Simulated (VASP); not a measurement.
# MnO (P6_3mc) in VASP: settings compared

The runs below take MnO through single point, with PBE+D3(BJ)+U, PBEsol+U.

Everything below comes from runs of VASP 6.6.1. Logs are shortened: lines on timing, memory, paths and dates and some standing lists are left out, and cuts for length are marked.

## 1. The cell of the first run

The structure is hexagonal, space group P6_3mc (No. 186). Conventional cell: a = 3.459 Å, b = 3.459 Å, c = 5.404 Å, α = 90.00°, β = 90.00°, γ = 120.00°. Within 2.8 Å of Mn (site symmetry 3m) lie 4 O at 2.09 to 2.10 Å. Within 2.8 Å of O (site symmetry 3m) lie 4 Mn at 2.09 to 2.10 Å.

## 2. Single point, PBE+D3(BJ)+U, collinear spin, ferromagnetic start (14.00 Å³/atom)

File INCAR:

```
  PREC = Accurate
  ENCUT = 520
  EDIFF = 1E-6
  ISMEAR = 0
  SIGMA = 0.05
  LREAL = False
  LASPH = True
  NELM = 150
  ALGO = Normal
  ISIF = 2
  LWAVE = False
  LCHARG = False
  ISPIN = 2
  MAGMOM = 4.52 4.52 0.13 0.13
  LORBIT = 11
  LMAXMIX = 4
  LDAU = True
  LDAUTYPE = 2
  LDAUL = 2 -1
  LDAUU = 3.9 0
  LDAUJ = 0 0
  LDAUPRINT = 1
  GGA = PE
  IVDW = 12
  NBANDS = 31
```

File KPOINTS:

```
Automatic mesh
0
Gamma
  8 8 4
```

File POSCAR:

```
MnO
1.0
    3.4594891296      0.0000000000      0.0000000000
   -1.7297445648      2.9960054703      0.0000000000
    0.0000000000      0.0000000000      5.4036049101
Mn O
2 2
Direct
    0.3333333333      0.6666666667     -0.0013535476
    0.6666666667      0.3333333333      0.4986464524
    0.3333333333      0.6666666667      0.3877835476
    0.6666666667      0.3333333333      0.8877835476
```

Potentials or basis: VASP PAW PBE potentials, release 64 (Mn_pv, O).

On the command line:

```
> cat potpaw_PBE.64/Mn_pv/POTCAR potpaw_PBE.64/O/POTCAR > POTCAR
> mpirun -np 1 vasp_std > vasp.out
```

OUTCAR:

```text
PREC = Accurate
   ENCUT = 520
   EDIFF = 1E-6
   ISMEAR = 0
   LREAL = False
   LASPH = True
   NELM = 150
   ISIF = 2
   ISPIN = 2
   LORBIT = 11
   GGA = PE
   IVDW = 12
 IVDW          = 12

 ion  position               nearest neighbor table
   1  0.333  0.667  0.999-   4 2.09   4 2.09   4 2.09   3 2.10
   2  0.667  0.333  0.499-   3 2.09   3 2.09   3 2.09   4 2.10
   3  0.333  0.667  0.388-   2 2.09   2 2.09   2 2.09   1 2.10
   4  0.667  0.333  0.888-   1 2.09   1 2.09   1 2.09   2 2.10

  LATTYP: Found a hexagonal cell.
 ALAT       =     3.4594891296
 C/A-ratio  =     1.5619661481

  Lattice vectors:

 A1 = (   3.4594891296,   0.0000000000,   0.0000000000)
 A2 = (  -1.7297445648,   2.9960054703,   0.0000000000)
 A3 = (   0.0000000000,   0.0000000000,   5.4036049101)

Analysis of symmetry for initial positions (statically):
=====================================================================
 Subroutine PRICEL returns:
 Original cell was already a primitive cell.

 Routine SETGRP: Setting up the symmetry group for a
 hexagonal supercell.

 Subroutine GETGRP returns: Found 12 space group operations
 (whereof  6 operations were pure point group operations)
 out of a pool of 24 trial point group operations.

The static configuration has the point symmetry C_3v.
 The point group associated with its full space group is C_6v.

Analysis of symmetry for dynamics (positions and initial velocities):
=====================================================================
 Subroutine PRICEL returns:
 Original cell was already a primitive cell.

 Routine SETGRP: Setting up the symmetry group for a
 hexagonal supercell.

 Subroutine GETGRP returns: Found 12 space group operations
 (whereof  6 operations were pure point group operations)
 out of a pool of 24 trial point group operations.

The dynamic configuration has the point symmetry C_3v.
 The point group associated with its full space group is C_6v.

Analysis of structural, dynamic, and magnetic symmetry:
=====================================================================
 Subroutine PRICEL returns:
 Original cell was already a primitive cell.

 Routine SETGRP: Setting up the symmetry group for a
 hexagonal supercell.

 Subroutine GETGRP returns: Found 12 space group operations
 (whereof  6 operations were pure point group operations)
 out of a pool of 24 trial point group operations.

The overall configuration has the point symmetry C_3v.
 The point group associated with its full space group is C_6v.

 Subroutine INISYM returns: Found 12 space group operations
 (whereof  6 operations are pure point group operations),
 and found     1 'primitive' translations

----------------------------------------------------------------------------------------

                                     Primitive cell

  volume of cell :      56.0065

  direct lattice vectors                    reciprocal lattice vectors
     3.459489130  0.000000000  0.000000000     0.289060021  0.166888881  0.000000000
    -1.729744565  2.996005470  0.000000000     0.000000000  0.333777762  0.000000000
[... 150 lines left out ...]
  0.0000 -0.0000  0.0598 -0.0000 -0.0000
  0.0156  0.0000 -0.0000  0.0297 -0.0000
 -0.0000  0.0156 -0.0000 -0.0000  0.0473

 occupancies and eigenvectors

  o =  0.0206  v =  0.0000  0.0000  0.0000  0.0000  0.0000  0.0000 -0.8642  0.0000 -0.0000  0.5031      0.0000  0.0000  0.0000  0.0000  0.0000  0.0000  0.0000  0.0000  0.0000  0.0000
  o =  0.0206  v =  0.0000  0.0000  0.0000  0.0000  0.0000  0.5031  0.0000 -0.0000 -0.8642 -0.0000      0.0000  0.0000  0.0000  0.0000  0.0000  0.0000  0.0000  0.0000  0.0000  0.0000
  o =  0.0564  v =  0.0000  0.0000  0.0000  0.0000  0.0000  0.0000  0.5031  0.0000  0.0000  0.8642      0.0000  0.0000  0.0000  0.0000  0.0000  0.0000  0.0000  0.0000  0.0000  0.0000
  o =  0.0564  v =  0.0000  0.0000  0.0000  0.0000  0.0000  0.8642 -0.0000 -0.0000  0.5031 -0.0000      0.0000  0.0000  0.0000  0.0000  0.0000  0.0000  0.0000  0.0000  0.0000  0.0000
  o =  0.0598  v =  0.0000  0.0000  0.0000  0.0000  0.0000  0.0000 -0.0000  1.0000  0.0000 -0.0000      0.0000  0.0000  0.0000  0.0000  0.0000  0.0000  0.0000  0.0000  0.0000  0.0000
  o =  0.9451  v =  0.0000 -0.9257  0.0000 -0.0000  0.3783  0.0000  0.0000  0.0000  0.0000  0.0000      0.0000  0.0000  0.0000  0.0000  0.0000  0.0000  0.0000  0.0000  0.0000  0.0000
  o =  0.9451  v =  0.3783  0.0000 -0.0000 -0.9257 -0.0000  0.0000  0.0000  0.0000  0.0000  0.0000      0.0000  0.0000  0.0000  0.0000  0.0000  0.0000  0.0000  0.0000  0.0000  0.0000
  o =  0.9498  v =  0.0000 -0.3783 -0.0000  0.0000 -0.9257  0.0000  0.0000  0.0000  0.0000  0.0000      0.0000  0.0000  0.0000  0.0000  0.0000  0.0000  0.0000  0.0000  0.0000  0.0000
  o =  0.9498  v =  0.9257  0.0000  0.0000  0.3783  0.0000  0.0000  0.0000  0.0000  0.0000  0.0000      0.0000  0.0000  0.0000  0.0000  0.0000  0.0000  0.0000  0.0000  0.0000  0.0000
  o =  0.9507  v = -0.0000  0.0000 -1.0000 -0.0000  0.0000  0.0000  0.0000  0.0000  0.0000  0.0000      0.0000  0.0000  0.0000  0.0000  0.0000  0.0000  0.0000  0.0000  0.0000  0.0000

atom =   2  type =  1  l = 2

 onsite density matrix

spin component  1

  0.9491 -0.0000  0.0000 -0.0016  0.0000
 -0.0000  0.9457  0.0000 -0.0000 -0.0016
  0.0000  0.0000  0.9507  0.0000 -0.0000
 -0.0016 -0.0000  0.0000  0.9457 -0.0000
  0.0000 -0.0016 -0.0000 -0.0000  0.9491

spin component  2

  0.0473 -0.0000  0.0000 -0.0156 -0.0000
 -0.0000  0.0297  0.0000  0.0000 -0.0156
  0.0000  0.0000  0.0598  0.0000 -0.0000
 -0.0156  0.0000  0.0000  0.0297  0.0000
 -0.0000 -0.0156 -0.0000  0.0000  0.0473

 occupancies and eigenvectors

  o =  0.0206  v =  0.0000  0.0000  0.0000  0.0000  0.0000  0.0000  0.8642  0.0000  0.0000  0.5031      0.0000  0.0000  0.0000  0.0000  0.0000  0.0000  0.0000  0.0000  0.0000  0.0000
  o =  0.0206  v =  0.0000  0.0000  0.0000  0.0000  0.0000 -0.5031  0.0000  0.0000 -0.8642  0.0000      0.0000  0.0000  0.0000  0.0000  0.0000  0.0000  0.0000  0.0000  0.0000  0.0000
  o =  0.0564  v =  0.0000  0.0000  0.0000  0.0000  0.0000 -0.0000  0.5031 -0.0000  0.0000 -0.8642      0.0000  0.0000  0.0000  0.0000  0.0000  0.0000  0.0000  0.0000  0.0000  0.0000
  o =  0.0564  v =  0.0000  0.0000  0.0000  0.0000  0.0000  0.8642  0.0000 -0.0000 -0.5031 -0.0000      0.0000  0.0000  0.0000  0.0000  0.0000  0.0000  0.0000  0.0000  0.0000  0.0000
  o =  0.0598  v =  0.0000  0.0000  0.0000  0.0000  0.0000 -0.0000 -0.0000 -1.0000  0.0000  0.0000      0.0000  0.0000  0.0000  0.0000  0.0000  0.0000  0.0000  0.0000  0.0000  0.0000
  o =  0.9451  v = -0.0000 -0.9257 -0.0000 -0.0000 -0.3783  0.0000  0.0000  0.0000  0.0000  0.0000      0.0000  0.0000  0.0000  0.0000  0.0000  0.0000  0.0000  0.0000  0.0000  0.0000
  o =  0.9451  v = -0.3783  0.0000  0.0000 -0.9257  0.0000  0.0000  0.0000  0.0000  0.0000  0.0000      0.0000  0.0000  0.0000  0.0000  0.0000  0.0000  0.0000  0.0000  0.0000  0.0000
  o =  0.9498  v =  0.0000  0.3783 -0.0000 -0.0000 -0.9257  0.0000  0.0000  0.0000  0.0000  0.0000      0.0000  0.0000  0.0000  0.0000  0.0000  0.0000  0.0000  0.0000  0.0000  0.0000
  o =  0.9498  v =  0.9257 -0.0000  0.0000 -0.3783  0.0000  0.0000  0.0000  0.0000  0.0000  0.0000      0.0000  0.0000  0.0000  0.0000  0.0000  0.0000  0.0000  0.0000  0.0000  0.0000
  o =  0.9507  v = -0.0000 -0.0000 -1.0000  0.0000  0.0000  0.0000  0.0000  0.0000  0.0000  0.0000      0.0000  0.0000  0.0000  0.0000  0.0000  0.0000  0.0000  0.0000  0.0000  0.0000

 number of electron      38.0000017 magnetization       9.9999782

 Free energy of the ion-electron system (eV)
  ---------------------------------------------------
  ext. energy  EPLUGINS =         0.00000000
  ---------------------------------------------------
  free energy    TOTEN  =       -30.85252669 eV

  energy without entropy =      -30.85241382  energy(sigma->0) =      -30.85247025

 E-fermi :   4.5495     XC(G=0): -10.2564

 val. band max:        4.5492178048   @ k =   0.0000   0.0000   0.0000
 cond. band min:       5.0810309586   @ k =   0.1250   0.0000   0.0000
 fundamental gap:      0.5318131538
 Fermi energy:         4.5494622203

 spin component 1

 k-point     1 :       0.0000    0.0000    0.0000
  band No.  band energies     occupation
      1     -45.2128      1.00000
      2     -45.1843      1.00000
      3     -45.1706      1.00000
      4     -45.1706      1.00000
      5     -45.1656      1.00000
      6     -45.1656      1.00000
[... 1625 lines left out ...]
     30      17.0120      0.00000
     31      18.0890      0.00000

 [... further k-points ...]

------------------------ aborting loop because EDIFF is reached ----------------------------------------

 Edisp (eV)   -0.96620

 E8    (eV) :    -0.3948

  FORCE on cell =-STRESS in cart. coord.  units (eV):
  Direction    XX          YY          ZZ          XY          YZ          ZX
  --------------------------------------------------------------------------------------
  -------------------------------------------------------------------------------------
  Total      -0.08586    -0.08586    -0.18674     0.00000     0.00000     0.00000
  in kB      -2.45623    -2.45623    -5.34213     0.00000     0.00000     0.00000
  external pressure =       -3.42 kB  Pullay stress =        0.00 kB

 VOLUME and BASIS-vectors are now :
 -----------------------------------------------------------------------------
  energy-cutoff  :      520.00
  volume of cell :       56.01
      direct lattice vectors                 reciprocal lattice vectors
     3.459489130  0.000000000  0.000000000     0.289060021  0.166888881  0.000000000
    -1.729744565  2.996005470  0.000000000     0.000000000  0.333777762  0.000000000
     0.000000000  0.000000000  5.403604910     0.000000000  0.000000000  0.185061642

 POSITION                                       TOTAL-FORCE (eV/Angst)
 -----------------------------------------------------------------------------------
     -0.00000      1.99734      5.39629        -0.000000      0.000000     -0.007373
      1.72974      0.99867      2.69449         0.000000     -0.000000     -0.007373
     -0.00000      1.99734      2.09543         0.000000      0.000000      0.007373
      1.72974      0.99867      4.79723        -0.000000     -0.000000      0.007373
 -----------------------------------------------------------------------------------
    total drift:                               -0.000000      0.000000      0.002133

  FREE ENERGIE OF THE ION-ELECTRON SYSTEM (eV)
  ---------------------------------------------------
  free  energy   TOTEN  =       -31.8187306833 eV

  energy  without entropy=      -31.8186178207  energy(sigma->0) =      -31.81867425

 total charge

# of ion       s       p       d       tot
------------------------------------------
    1        0.230   6.206   4.934  11.371
    2        0.230   6.206   4.934  11.371
    3        1.551   3.457   0.000   5.009
    4        1.551   3.457   0.000   5.009
--------------------------------------------------
tot          3.563  19.327   9.869  32.759

 magnetization (x)

# of ion       s       p       d       tot
------------------------------------------
    1        0.036   0.050   4.517   4.603
    2        0.036   0.050   4.517   4.603
    3        0.013   0.090   0.000   0.103
    4        0.013   0.090   0.000   0.103
--------------------------------------------------
tot          0.099   0.281   9.033   9.413
```

Run time: 2.3 min. Hardware: 1 thread of Intel Xeon 8259CL, shared host; peak memory 0.22 GiB.

Results:

```
Free energy                                           : -31.8187 eV
Pressure                                              : -0.3 GPa
Largest force                                         : 0.007 eV/Å
Band gap on the k mesh                                : zero (filled and empty bands touch)
Net moment                                            : 10.00 μB per cell
Site moments                                          : Mn +4.60; O +0.10 μB
Valence electrons inside the program's atomic spheres : Mn 11.37; O 5.01
Dispersion energy per atom                            : -0.242 eV
```

Forces in eV/Å, atoms in the order of the input:
```
Mn   0.000  0.000 -0.007
Mn   0.000  0.000 -0.007
O    0.000  0.000  0.007
O    0.000  0.000  0.007
```

Levels at points of the mesh, in eV from the Fermi level:
Spin up:
```tsv
k point	band 21	band 22	band 23	band 24	band 25	band 26	band 27	band 28
(0.00, 0.00, 0.00)	-0.76	-0.58	-0.32	0.00	0.00	4.38	6.28	11.68
(0.50, 0.00, 0.00)	-2.42	-2.26	-1.07	-1.00	4.64	5.02	6.48	7.89
(0.00, 0.00, 0.50)	-0.38	-0.38	-0.38	-0.38	2.00	2.00	9.06	9.06
(0.50, 0.00, 0.50)	-1.53	-1.53	-1.26	-1.26	4.50	4.50	6.86	6.86
```
Spin down:
```
           k point  band 10  band 11  band 12  band 13  band 14  band 15  band 16  band 17  band 18  band 19
(0.00, 0.00, 0.00)    -3.55    -3.55    -3.54    -3.54    -3.25     0.65     3.60     3.60     3.80     4.46
(0.50, 0.00, 0.00)    -4.56    -4.00    -3.57    -3.42    -3.38     2.38     3.03     3.26     3.91     3.97
(0.00, 0.00, 0.50)    -4.47    -3.56    -3.56    -3.56    -3.56     2.74     2.74     4.13     4.13     4.13
(0.50, 0.00, 0.50)    -5.11    -3.48    -3.48    -3.47    -3.47     2.95     2.95     3.98     3.98     4.27
```

Eigenvalues of the final occupation matrices:
```csv
site,spin,trace,eigenvalues
site 1 d,1,4.74,0.95 0.95 0.95 0.95 0.95
site 1 d,2,0.21,0.02 0.02 0.06 0.06 0.06
site 2 d,1,4.74,0.95 0.95 0.95 0.95 0.95
site 2 d,2,0.21,0.02 0.02 0.06 0.06 0.06
```

Caveat: the run started ferromagnetic, and an antiferromagnetic order may lie lower in energy. The state reached can hang on the start; a lower one may exist.

## 3. Single point, PBEsol+U, collinear spin, ferromagnetic start (14.04 Å³/atom)

This run uses another cell than the first one, of 14.04 Å³/atom.

File INCAR:

```
ALGO = Normal ; EDIFF = 1E-6
ENCUT = 520 ; GGA = PS
ISIF = 2 ; ISMEAR = 0
ISPIN = 2 ; LASPH = T
LCHARG = F ; LDAU = T
LDAUJ = 0 0 ; LDAUL = 2 -1
LDAUPRINT = 1 ; LDAUTYPE = 2
LDAUU = 3.9 0 ; LMAXMIX = 4
LORBIT = 11 ; LREAL = F
LWAVE = F ; MAGMOM = 4.51 4.51 0.12 0.12
NBANDS = 31 ; NELM = 150
PREC = Accurate ; SIGMA = 0.05
```

File KPOINTS:

```
k-points
0
Gamma
  8 8 4
```

File POSCAR:

```
MnO
1.0
    3.4576071933      0.0000000000      0.0000000000
   -1.7288035967      2.9943756657      0.0000000000
    0.0000000000      0.0000000000      5.4255697953
Mn O
2 2
Direct
    0.3333333333      0.6666666667     -0.0005351817
    0.6666666667      0.3333333333      0.4994648183
    0.3333333333      0.6666666667      0.3869651817
    0.6666666667      0.3333333333      0.8869651817
```

Potentials or basis: VASP PAW PBE potentials, release 64 (Mn_pv, O).

On the command line:

```
> cat potpaw_PBE.64/Mn_pv/POTCAR potpaw_PBE.64/O/POTCAR > POTCAR
> mpirun -np 1 vasp_std > vasp.out
```

Run time: 2.3 min. Hardware: 1 thread of Intel Xeon 8259CL, shared host; peak memory 0.21 GiB.

The run converged. Its results:

```
Free energy                                           : -32.2067 eV
Pressure                                              : -2.4 GPa
Largest force                                         : 0.008 eV/Å
Band gap on the k mesh                                : zero (filled and empty bands touch)
Net moment                                            : 10.00 μB per cell
Site moments                                          : Mn +4.60; O +0.10 μB
Valence electrons inside the program's atomic spheres : Mn 11.37; O 4.98
```

Forces on the atoms (eV/Å):
```
Mn   0.000  0.000 -0.008
Mn   0.000  0.000 -0.008
O    0.000  0.000  0.008
O    0.000  0.000  0.008
```

Stress tensor (GPa, compression positive):
```
-2.32  0.00  0.00
 0.00 -2.32  0.00
 0.00  0.00 -2.59
```

Levels at points of the mesh, in eV from the Fermi level:
Spin up:
```
           k point  band 20  band 21  band 22  band 23  band 24  band 25  band 26  band 27  band 28  band 29
(0.00, 0.00, 0.00)    -0.77    -0.77    -0.70    -0.32     0.00     0.00     4.23     6.13    11.55    11.55
(0.50, 0.00, 0.00)    -2.95    -2.43    -2.27    -1.08    -0.98     4.51     4.88     6.30     7.77     9.26
(0.00, 0.00, 0.50)    -1.77    -0.39    -0.39    -0.39    -0.39     1.88     1.88     8.86     8.86    11.67
(0.50, 0.00, 0.50)    -3.00    -1.53    -1.53    -1.28    -1.28     4.33     4.33     6.74     6.74    10.30
```
Spin down:
```csv
k point,band 11,band 12,band 13,band 14,band 15,band 16,band 17,band 18
"(0.00, 0.00, 0.00)",-3.54,-3.54,-3.54,-3.27,0.55,3.57,3.57,3.73
"(0.50, 0.00, 0.00)",-4.02,-3.57,-3.44,-3.38,2.31,2.96,3.21,3.90
"(0.00, 0.00, 0.50)",-3.55,-3.55,-3.55,-3.55,2.64,2.64,4.10,4.10
"(0.50, 0.00, 0.50)",-3.49,-3.49,-3.48,-3.48,2.87,2.87,3.93,3.93
```

Eigenvalues of the final occupation matrices:
```
    site  spin  trace               eigenvalues
site 1 d     1   4.73  0.94 0.94 0.95 0.95 0.95
site 1 d     2   0.21  0.02 0.02 0.06 0.06 0.06
site 2 d     1   4.73  0.94 0.94 0.95 0.95 0.95
site 2 d     2   0.21  0.02 0.02 0.06 0.06 0.06
```

Caveat: the PAW data sets were made with another functional, which shifts forces and pressure a little; the run started ferromagnetic, and an antiferromagnetic order may lie lower in energy.

[end of part 1 of 2]

The gap in the log of VASP goes by the Fermi energy; the results here count the filled bands.